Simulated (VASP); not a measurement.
The system is SiC.

```xyz
4
Lattice="2.7888 0.0000 0.0000 -1.3944 2.4152 0.0000 0.0000 0.0000 4.5949" Properties=species:S:1:pos:R:3 pbc="T T T"
Si    0.0000    1.6101    3.4462
Si    1.3944    0.8051    1.1487
C     0.0000    0.0000    0.0000
C     0.0000    0.0000    2.2974
```

```yaml
Program: VASP 6.6.1
Task: relaxation of cell and atoms
Functional: PBE
Potentials_or_basis: VASP PAW PBE potentials, release 64 (Si, C)
Cutoff: 600 eV
k_mesh: 9 × 9 × 4
Occupations: gaussian, width 0.1 eV
Spin: no spin polarisation
```

At the start: pressure 48.0 GPa; volume 7.74 Å³/atom.

Where does the relaxation end?

Over 5 steps the energy falls by 238.2 meV/atom and the volume is 9.06 Å³/atom (+17.1 %); space group P6_3/mmc (No. 194, to 0.1 Å) before and after.

Step by step:
| step | energy change (eV) | largest force (eV/Å) | pressure (GPa) | volume (Å³) |
| --- | --- | --- | --- | --- |
| 1 | 0.0000 | 0.0000 | 47.98 | 30.95 |
| 2 | -0.4431 | 0.0000 | -22.53 | 42.37 |
| 3 | -0.9379 | 0.0000 | -2.25 | 36.83 |
| 4 | -0.9378 | 0.0000 | -1.54 | 36.71 |
| 5 | -0.9527 | 0.0000 | 0.26 | 36.24 |

Final structure:
```
Si C
1.0
     2.85987    0.00000    0.00000
    -1.42993    2.47672    0.00000
     0.00000    0.00000    5.11690
Si C
2 2
Direct
  0.33333 0.66667 0.75000
  0.66667 0.33333 0.25000
  0.00000 0.00000 0.00000
  0.00000 0.00000 0.50000
```

Caveat: the volume moved by over 15 % at a fixed basis, so the end points are rough.
